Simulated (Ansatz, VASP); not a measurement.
# One calculation of PbO, two programs

```
CELL_PARAMETERS angstrom
0.00000 2.55379 2.55379
2.55379 0.00000 2.55379
2.55379 2.55379 0.00000
ATOMIC_POSITIONS crystal
Pb 0.50000 0.50000 0.50000
O 0.00000 0.00000 0.00000
```

Alike in both runs: task single point; functional PBEsol; k mesh 10 × 10 × 10; occupations gaussian, width 0.05 eV; no spin polarisation.

|  | VASP | Ansatz |
| --- | --- | --- |
| version | VASP 6.6.1 | Ansatz 0.2.0 |
| potentials or method | VASP PAW PBE potentials, release 64 (Pb_d, O), cutoff 520 eV | scalar-relativistic, plane waves, PAW |
| valence electrons in the cell | 20 | 20 |

```csv
,VASP,Ansatz,Ansatz less VASP
gap on the k mesh at the Fermi level (eV),0.68,0.67,0.000
least direct gap on the mesh (eV),0.73,0.73,0.000
pressure (GPa),4.4,4.4,+0.03
```

VASP's potentials were made for PBE, not for PBEsol.

Spin-orbit coupling is off throughout.
